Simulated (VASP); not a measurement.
# Sb (P6_3/mmc) in VASP: a series of runs

Runs on Sb. Level: PBE. Tasks: single point.

Program: VASP 6.6.1. These are calculated values, not measurements. Logs are shortened: lines on timing, memory, paths and dates and some standing lists are left out, and cuts for length are marked.

### 1 The cell of the first run

Symmetry: P6_3/mmc, No. 194, hexagonal system. Conventional cell: a = 2.690 Å, b = 2.690 Å, c = 4.280 Å, α = 90.00°, β = 90.00°, γ = 120.00°. Sb (site symmetry -6m2) has 12 Sb at 2.64 to 2.69 Å within 3.5 Å.

### 2 Single point, PBE

Input file INCAR:

```
SYSTEM = Sb
ALGO = Normal ; EDIFF = 1E-6
ENCUT = 520 ; GGA = PE
ISIF = 2 ; ISMEAR = -1
LASPH = .True. ; LCHARG = .True.
LELF = .True. ; LREAL = .False.
LVHAR = .True. ; LWAVE = .False.
NBANDS = 12 ; NELM = 60
PREC = Accurate ; SIGMA = 0.1
```

Input file KPOINTS:

```
k-points
0
Gamma
  16 16 9
  0 0 0
```

Input file POSCAR:

```
Sb
1.0
    2.6896210486      0.0000000000      0.0000000000
   -1.3448105243      2.3292801546      0.0000000000
    0.0000000000      0.0000000000      4.2801451493
Sb
2
Direct
    0.3333333333      0.6666666667      0.2500000000
    0.6666666667      0.3333333333      0.7500000000
```

Potentials or basis: VASP PAW PBE potentials, release 64 (Sb).

The run is started by

```console
cat potpaw_PBE.64/Sb/POTCAR > POTCAR
mpirun -np 1 vasp_std > vasp.out
```

OUTCAR:

```text
SYSTEM = Sb
   EDIFF = 1E-6
   ENCUT = 520
   GGA = PE
   ISIF = 2
   ISMEAR = -1
   LASPH = .True.
   LREAL = .False.
   NELM = 60
   PREC = Accurate

 ion  position               nearest neighbor table
   1  0.333  0.667  0.250-   2 2.64   2 2.64   2 2.64   2 2.64   2 2.64   2 2.64   2 3.77   2 3.77
                             2 3.77   2 3.77   2 3.77   2 3.77
   2  0.667  0.333  0.750-   1 2.64   1 2.64   1 2.64   1 2.64   1 2.64   1 2.64   1 3.77   1 3.77
                             1 3.77   1 3.77   1 3.77   1 3.77

  LATTYP: Found a hexagonal cell.
 ALAT       =     2.6896210486
 C/A-ratio  =     1.5913562067

  Lattice vectors:

 A1 = (   2.6896210486,   0.0000000000,   0.0000000000)
 A2 = (  -1.3448105243,   2.3292801546,   0.0000000000)
 A3 = (   0.0000000000,   0.0000000000,   4.2801451493)

Analysis of symmetry for initial positions (statically):
=====================================================================
 Subroutine PRICEL returns:
 Original cell was already a primitive cell.

 Routine SETGRP: Setting up the symmetry group for a
 hexagonal supercell.

 Subroutine GETGRP returns: Found 24 space group operations
 (whereof 12 operations were pure point group operations)
 out of a pool of 24 trial point group operations.

The static configuration has the point symmetry D_3d.
 The point group associated with its full space group is D_6h.

Analysis of symmetry for dynamics (positions and initial velocities):
=====================================================================
 Subroutine PRICEL returns:
 Original cell was already a primitive cell.

 Routine SETGRP: Setting up the symmetry group for a
 hexagonal supercell.

 Subroutine GETGRP returns: Found 24 space group operations
 (whereof 12 operations were pure point group operations)
 out of a pool of 24 trial point group operations.

The dynamic configuration has the point symmetry D_3d.
 The point group associated with its full space group is D_6h.

 Subroutine INISYM returns: Found 24 space group operations
 (whereof 12 operations are pure point group operations),
 and found     1 'primitive' translations

----------------------------------------------------------------------------------------

                                     Primitive cell

  volume of cell :      26.8146

  direct lattice vectors                    reciprocal lattice vectors
     2.689621049  0.000000000  0.000000000     0.371799589  0.214658593  0.000000000
    -1.344810524  2.329280155  0.000000000     0.000000000  0.429317185  0.000000000
     0.000000000  0.000000000  4.280145149     0.000000000  0.000000000  0.233636936

  length of vectors
     2.689621049  2.689621049  4.280145149     0.429317185  0.429317185  0.233636936

  position of ions in fractional coordinates (direct lattice)
     0.333333333  0.666666667  0.250000000
     0.666666667  0.333333333  0.750000000

  ion indices of the primitive-cell ions
   primitive index   ion index
                 1           1
                 2           2

----------------------------------------------------------------------------------------

 KPOINTS: k-points

Automatic generation of k-mesh.
 Grid dimensions read from file:
 generate k-points for:   16   16    9

 Generating k-lattice:

  Cartesian coordinates                     Fractional coordinates (reciprocal lattice)
     0.023237474  0.013416162  0.000000000     0.062500000  0.000000000  0.000000000
     0.000000000  0.026832324  0.000000000     0.000000000  0.062500000  0.000000000
     0.000000000  0.000000000  0.025959660     0.000000000  0.000000000  0.111111111

  Length of vectors
     0.026832324  0.026832324  0.025959660

  Shift w.r.t. Gamma in fractional coordinates (k-lattice)
     0.000000000  0.000000000  0.000000000

 Subroutine IBZKPT returns following result:
 ===========================================

 Found    150 irreducible k-points:

 Following reciprocal coordinates:
            Coordinates               Weight
  0.000000  0.000000  0.000000      1.000000
  0.062500  0.000000  0.000000      6.000000
  0.125000  0.000000  0.000000      6.000000
  0.187500  0.000000  0.000000      6.000000
  0.250000  0.000000  0.000000      6.000000
  0.312500  0.000000  0.000000      6.000000
[... 16 lines left out ...]
  0.187500  0.187500  0.000000      6.000000
  0.250000  0.187500  0.000000     12.000000
 [... further k-points ...]
   k-points           NKPTS =    150   k-points in BZ     NKDIM =    150   number of bands    NBANDS=     12
   number of dos      NEDOS =    301   number of ions     NIONS =      2
   total plane-waves  NPLWV =  12800
   dimension x,y,z NGX =    20 NGY =   20 NGZ =   32
   dimension x,y,z NGXF=    40 NGYF=   40 NGZF=   64
   ions per type =               2
   NGX,Y,Z   is equivalent  to a cutoff of  12.36, 12.36, 12.43 a.u.
   NGXF,Y,Z  is equivalent  to a cutoff of  24.72, 24.72, 24.86 a.u.
 SYSTEM =  Sb
   PREC   = accura    normal or accurate (medium, high low for compatibility)
   ISTART =      0    job   : 0-new  1-cont  2-samecut
   ICHARG =      2    charge: 1-file 2-atom 10-const
   ISPIN  =      1    spin polarized calculation?
   LNONCOLLINEAR =      F non collinear calculations
   LSORBIT =      F    spin-orbit coupling
   LASPH  =      T    aspherical Exc in radial PAW
   ENCUT  =  520.0 eV  38.22 Ry    6.18 a.u.   5.00  5.00  7.96*2*pi/ulx,y,z
   NELM   =     60;   NELMIN=  2; NELMDL= -5     # of ELM steps
   EDIFF  = 0.1E-05   stopping-criterion for ELM
   LREAL  =      F    real-space projection
   EDIFFG = 0.1E-04   stopping-criterion for IOM
   NSW    =      0    number of steps for IOM
   IBRION =     -1    ionic relax: 0-MD 1-quasi-New 2-CG
   NFREE  =      0    steps in history (QN), initial steepest desc. (CG)
   ISIF   =      2    stress and relaxation
   ISYM   =      2    0-nonsym 1-usesym 2-fastsym
   POTIM  = 0.5000    time-step for ionic-motion
   TEBEG  =    0.0;   TEEND  =   0.0 temperature during run
   PSTRESS=    0.0 pullay stress
   NELECT =      10.0000    total number of electrons
   NUPDOWN=      -1.0000    fix difference up-down
   EMIN   =  10.00;   EMAX   =-10.00  energy-range for DOS
   EFERMI =   0.00;   METHOD = LEGACY
   ISMEAR =    -1;   SIGMA  =   0.10  broadening in eV -4-tet -1-fermi 0-gaus
   EFERMI_NEDOS =   21; number of points for ismear=-14 and -15
   IALGO  =     38    algorithm
   IMIX   =      4    mixing-type and parameters
     AMIX     =   0.40;   BMIX     =  1.00
     AMIX_MAG =   1.60;   BMIX_MAG =  1.00
  volume/ion in A,a.u.               =      13.41        90.48
  Fermi-wavevector in a.u.,A,eV,Ry     =   1.178377  2.226810 18.892686  1.388573
  Thomas-Fermi vector in A             =   2.314707
   LORBIT       =      0    0 simple, 1 ext, 2 COOP (PROOUT), +10 PAW based schemes
   GGA     = PE    functional components
   LHFCALC =     F    Hartree Fock is set to
   AEXX    =    0.0000 exact exchange contribution
   IVDW    =     0    specifies the selected vdW correction
   LEPSILON=     F    determine dielectric tensor
   LRPA    =     F    only Hartree local field effects (RPA)
 non-spin polarized calculation
  energy-cutoff  :      520.00
  volume of cell :       26.81
 maximum number of plane-waves:       739
 NGX is ok and might be reduce to    20
   NGX =  9   NGY =  9   NGZ = 15

 number of electron      10.0000000 magnetization

 Free energy of the ion-electron system (eV)
  ---------------------------------------------------
  ext. energy  EPLUGINS =         0.00000000
  ---------------------------------------------------
  free energy    TOTEN  =         2.23370931 eV

  energy without entropy =        2.25644448  energy(sigma->0) =        2.24507689

 E-fermi :  21.3412     XC(G=0): -13.5655

 val. band max:       21.3362718271   @ k =   0.3125   0.1250   0.4444
 cond. band min:      21.3589323732   @ k =   0.3125   0.0625   0.1111
 fundamental gap:      0.0226605461
 Fermi energy:        21.3412401365

 k-point     1 :       0.0000    0.0000    0.0000
  band No.  band energies     occupation
      1       0.2955      2.00000
      2       9.4645      2.00000
      3       9.9957      2.00000
      4      28.2610      0.00000
      5      28.2610      0.00000
      6      29.3638      0.00000
      7      30.6753      0.00000
      8      30.6753      0.00000
      9      30.8187      0.00000
     10      32.0235      0.00000
     11      34.9978      0.00000
     12      35.5119      0.00000

 k-point     2 :       0.0625    0.0000    0.0000
  band No.  band energies     occupation
      1       0.4167      2.00000
      2       9.6054      2.00000
      3      10.0964      2.00000
      4      26.4954      0.00000
      5      27.3982      0.00000
      6      28.7265      0.00000
      7      31.2994      0.00000
      8      31.5994      0.00000
      9      32.0066      0.00000
     10      32.4266      0.00000
     11      33.7800      0.00000
     12      34.5904      0.00000

 k-point     3 :       0.1250    0.0000    0.0000
  band No.  band energies     occupation
      1       0.7810      2.00000
      2      10.0248      2.00000
      3      10.4011      2.00000
      4      23.6856      0.00000
      5      25.9840      0.00000
      6      28.0668      0.00000
      7      30.9654      0.00000
      8      31.5642      0.00000
      9      32.5789      0.00000
     10      32.7066      0.00000
     11      33.1995      0.00000
     12      34.0287      0.00000
[... 286 lines left out ...]
 k-point    23 :       0.1875    0.1875    0.0000
  band No.  band energies     occupation
      1       3.6055      2.00000
      2      12.8442      2.00000
      3      13.0832      2.00000
      4      16.8406      2.00000
      5      17.7683      2.00000
      6      25.3517      0.00000
      7      25.7418      0.00000
      8      25.8146      0.00000
      9      26.7591      0.00000
     10      32.1849      0.00000
     11      33.4219      0.00000
     12      35.6145      0.00000

 k-point    24 :       0.2500    0.1875    0.0000
  band No.  band energies     occupation
      1       4.8435      2.00000
      2      13.9466      2.00000
      3      14.3207      2.00000
      4      14.6137      2.00000
      5      16.6756      2.00000
      6      23.3158      0.00000
      7      23.5793      0.00000
      8      25.0341      0.00000
      9      25.8708      0.00000
     10      32.2652      0.00000
     11      34.9647      0.00000
     12      36.4689      0.00000

 [... further k-points ...]

------------------------ aborting loop because EDIFF is reached ----------------------------------------

  FORCE on cell =-STRESS in cart. coord.  units (eV):
  Direction    XX          YY          ZZ          XY          YZ          ZX
  --------------------------------------------------------------------------------------
  -------------------------------------------------------------------------------------
  Total       37.8365828     37.8365828     37.8348088     -0.0000000      0.0000000      0.0000000
  in kB     2260.7428748   2260.7428747   2260.6368740     -0.0000000      0.0000000      0.0000000
  external PRESSURE =    2260.7075411 kB  Pullay stress =       0.0000000 kB

 VOLUME and BASIS-vectors are now :
 -----------------------------------------------------------------------------
  energy-cutoff  :      520.00
  volume of cell :       26.81
      direct lattice vectors                 reciprocal lattice vectors
     2.689621049  0.000000000  0.000000000     0.371799589  0.214658593  0.000000000
    -1.344810524  2.329280155  0.000000000     0.000000000  0.429317185  0.000000000
     0.000000000  0.000000000  4.280145149     0.000000000  0.000000000  0.233636936

 POSITION                                       TOTAL-FORCE (eV/Angst)
 -----------------------------------------------------------------------------------
     -0.00000      1.55285      1.07004        -0.000000     -0.000000      0.000000
      1.34481      0.77643      3.21011         0.000000      0.000000      0.000000
 -----------------------------------------------------------------------------------
    total drift:                                0.000000     -0.000000      0.000000

  FREE ENERGIE OF THE ION-ELECTRON SYSTEM (eV)
  ---------------------------------------------------
  free  energy   TOTEN  =         2.2337093116 eV

  energy  without entropy=        2.2564444774  energy(sigma->0) =        2.24507689
```

It took 57 s on 1 thread of Intel Xeon 8259CL, shared host; peak memory 0.16 GiB.

Results:

```yaml
Free_energy: 2.2337 eV
Pressure: 226.1 GPa
Band_gap_on_the_k_mesh: zero (band 5 reaches 29.57 eV, above the bottom of band 6 at 15.09 eV)
```

Caveat: spin-orbit coupling is left out, which moves the levels of the heavy elements.

### 3 Single point, PBE

Input file INCAR:

```
  PREC = Accurate
  ENCUT = 520
  EDIFF = 1E-7
  ISMEAR = -1
  SIGMA = 0.1
  LREAL = F
  LASPH = T
  NELM = 60
  ALGO = Normal
  ISIF = 2
  LWAVE = F
  LCHARG = F
  GGA = PE
  NBANDS = 12
```

Input file KPOINTS:

```
Automatic mesh
0
Gamma
  16 16 9
```

Input file POSCAR:

```
Sb
1.0
    2.6894179798      0.0000000000      0.0000000000
   -1.3447089899      2.3291042919      0.0000000000
    0.0000000000      0.0000000000      4.2797153065
Sb
2
Direct
    0.3333333333      0.6666666667      0.2500000000
    0.6666666667      0.3333333333      0.7500000000
```

Potentials or basis: VASP PAW PBE potentials, release 64 (Sb).

The run is started by

```console
cat potpaw_PBE.64/Sb/POTCAR > POTCAR
mpirun -np 1 vasp_std > vasp.out
```

OUTCAR:

```text
PREC = Accurate
   ENCUT = 520
   EDIFF = 1E-7
   ISMEAR = -1
   LREAL = F
   LASPH = T
   NELM = 60
   ISIF = 2
   GGA = PE

 ion  position               nearest neighbor table
   1  0.333  0.667  0.250-   2 2.64   2 2.64   2 2.64   2 2.64   2 2.64   2 2.64   2 3.77   2 3.77
                             2 3.77   2 3.77   2 3.77   2 3.77
   2  0.667  0.333  0.750-   1 2.64   1 2.64   1 2.64   1 2.64   1 2.64   1 2.64   1 3.77   1 3.77
                             1 3.77   1 3.77   1 3.77   1 3.77

  LATTYP: Found a hexagonal cell.
 ALAT       =     2.6894179798
 C/A-ratio  =     1.5913165371

  Lattice vectors:

 A1 = (   2.6894179798,   0.0000000000,   0.0000000000)
 A2 = (  -1.3447089899,   2.3291042919,   0.0000000000)
 A3 = (   0.0000000000,   0.0000000000,   4.2797153065)

Analysis of symmetry for initial positions (statically):
=====================================================================
 Subroutine PRICEL returns:
 Original cell was already a primitive cell.

 Routine SETGRP: Setting up the symmetry group for a
 hexagonal supercell.

 Subroutine GETGRP returns: Found 24 space group operations
[... 180 lines left out ...]
      5      28.2682      0.00000
      6      29.3687      0.00000
      7      30.6824      0.00000
      8      30.6824      0.00000
      9      30.8245      0.00000
     10      32.0298      0.00000
     11      35.0055      0.00000
     12      35.5179      0.00000
[... 331 lines left out ...]
 k-point    24 :       0.2500    0.1875    0.0000
  band No.  band energies     occupation
      1       4.8467      2.00000
      2      13.9523      2.00000
      3      14.3254      2.00000
      4      14.6189      2.00000
      5      16.6806      2.00000
      6      23.3230      0.00000
      7      23.5856      0.00000
      8      25.0416      0.00000
      9      25.8766      0.00000
     10      32.2723      0.00000
     11      34.9720      0.00000
     12      36.4760      0.00000

 [... further k-points ...]

------------------------ aborting loop because EDIFF is reached ----------------------------------------

  FORCE on cell =-STRESS in cart. coord.  units (eV):
  Direction    XX          YY          ZZ          XY          YZ          ZX
  --------------------------------------------------------------------------------------
  -------------------------------------------------------------------------------------
  Total       37.8620635     37.8620635     37.8633683     -0.0000000     -0.0000000     -0.0000000
  in kB     2262.8342447   2262.8342447   2262.9122240     -0.0000000     -0.0000000     -0.0000000
  external PRESSURE =    2262.8602378 kB  Pullay stress =       0.0000000 kB

 VOLUME and BASIS-vectors are now :
 -----------------------------------------------------------------------------
  energy-cutoff  :      520.00
  volume of cell :       26.81
      direct lattice vectors                 reciprocal lattice vectors
     2.689417980  0.000000000  0.000000000     0.371827662  0.214674801  0.000000000
    -1.344708990  2.329104292  0.000000000     0.000000000  0.429349602  0.000000000
     0.000000000  0.000000000  4.279715306     0.000000000  0.000000000  0.233660402

 POSITION                                       TOTAL-FORCE (eV/Angst)
 -----------------------------------------------------------------------------------
     -0.00000      1.55274      1.06993         0.000000     -0.000000      0.000000
      1.34471      0.77637      3.20979        -0.000000      0.000000      0.000000
 -----------------------------------------------------------------------------------
    total drift:                               -0.000000      0.000000      0.000000

  FREE ENERGIE OF THE ION-ELECTRON SYSTEM (eV)
  ---------------------------------------------------
  free  energy   TOTEN  =         2.2432251134 eV

  energy  without entropy=        2.2659606897  energy(sigma->0) =        2.25459290
```

OSZICAR:

```text
N       E                     dE             d eps       ncg     rms          rms(c)
DAV:   1     0.526379658124E+02    0.52638E+02   -0.39578E+03  3600   0.714E+02
DAV:   2     0.362112253319E+01   -0.49017E+02   -0.47045E+02  4772   0.137E+02
DAV:   3     0.203201191937E+01   -0.15891E+01   -0.15688E+01  4396   0.259E+01
DAV:   4     0.202104520748E+01   -0.10967E-01   -0.10965E-01  4096   0.266E+00
DAV:   5     0.202094738028E+01   -0.97827E-04   -0.97829E-04  4400   0.259E-01    0.956E+00
DAV:   6     0.216671500323E+01    0.14577E+00   -0.14035E-02  3908   0.791E-01    0.606E+00
DAV:   7     0.224148937365E+01    0.74774E-01   -0.29284E-02  3888   0.116E+00    0.947E-02
DAV:   8     0.224315890326E+01    0.16695E-02   -0.15002E-03  4008   0.258E-01    0.209E-02
DAV:   9     0.224322005406E+01    0.61151E-04   -0.48877E-05  4480   0.452E-02    0.105E-02
DAV:  10     0.224322690838E+01    0.68543E-05   -0.10546E-06  4320   0.721E-03    0.704E-03
DAV:  11     0.224322520381E+01   -0.17046E-05   -0.13856E-07  4164   0.273E-03    0.749E-04
DAV:  12     0.224322510355E+01   -0.10026E-06   -0.43130E-09  2472   0.483E-04    0.573E-05
DAV:  13     0.224322511344E+01    0.98905E-08   -0.50150E-10  2148   0.189E-04
   1 F= 0.22432251E+01 E0= 0.22545929E+01  d E =-.227356E-01
```

stdout:

```text
POSCAR found type information on POSCAR Sb
 POSCAR found :  1 types and       2 ions
 scaLAPACK will be used
 LDA part: xc-table for (Slater+PW92), standard interpolation
 POSCAR, INCAR and KPOINTS ok, starting setup
 FFT: planning ... GRIDC
 FFT: planning ... GRID_SOFT
 FFT: planning ... GRID
 WAVECAR not read
 entering main loop
```

It took 58 s on 1 thread of Intel Xeon 8259CL, shared host; peak memory 0.17 GiB.

Results:

- Free energy: 2.2432 eV
- Pressure: 226.3 GPa
- Band gap on the k mesh: zero (band 5 reaches 29.57 eV, above the bottom of band 6 at 15.09 eV)

Caveat: spin-orbit coupling is left out, which moves the levels of the heavy elements.
